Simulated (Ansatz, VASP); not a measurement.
# Two plane-wave programs on Mg

```xyz
1
Lattice="-1.8360 1.8360 1.6794 1.8360 -1.8360 1.6794 1.8360 1.8360 -1.6794" Properties=species:S:1:pos:R:3 pbc="T T T"
Mg    0.0000    0.0000    0.0000
```

Alike in both runs: task single point; functional LDA; k mesh 10 × 10 × 10; occupations gaussian, width 0.1 eV; no spin polarisation.

```csv
,VASP,Ansatz
version,VASP 6.6.1,Ansatz 0.2.0
potentials or method,"VASP PAW LDA potentials, release 64 (Mg), cutoff 600 eV","scalar-relativistic, plane waves, PAW"
valence electrons in the cell,2,10
```

VASP gave:

| Quantity | Value |
| --- | --- |
| gap on the k mesh at the Fermi level (eV) | none |
| pressure (GPa) | -1.8 |
| traceless stress, the component that is largest in VASP (GPa) | 0.88 |

Problem. Which values does Ansatz return?

Solution. gap on the k mesh at the Fermi level (eV): none; pressure (GPa): -1.5; traceless stress, the component that is largest in VASP (GPa): 0.89.

LDA's correlation is that of Perdew and Zunger in VASP and of Perdew and Wang (1992) in Ansatz. A gap of «none» marks a metal or a gap that the smearing closes. VASP's potentials hold 2 valence electrons a cell and Ansatz's 10, so a difference there can come from the potentials and not from the codes.
